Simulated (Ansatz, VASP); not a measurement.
# Zn: VASP beside Ansatz

```
Zn
1.0
     2.65564    0.00000    0.00000
    -1.32782    2.29985    0.00000
     0.00000    0.00000    4.96246
Zn
2
Direct
  0.33333 0.66667 0.25000
  0.66667 0.33333 0.75000
```

Alike in both runs: task single point; functional PBE; k mesh 20 × 20 × 9; occupations fermi-dirac, width 0.1 eV; no spin polarisation.

|  | VASP | Ansatz |
| --- | --- | --- |
| version | VASP 6.6.1 | Ansatz 0.2.0 |
| potentials or method | VASP PAW PBE potentials, release 64 (Zn), cutoff 520 eV | plane waves (420 eV) with PAW, scalar-relativistic |
| valence electrons in the cell | 24 | 24 |

|  | VASP | Ansatz | Ansatz less VASP |
| --- | --- | --- | --- |
| pressure (GPa) | 0.5 | 0.1 | -0.35 |
| traceless stress, the component that is largest in VASP (GPa) | -0.06 | 0.10 | +0.152 |
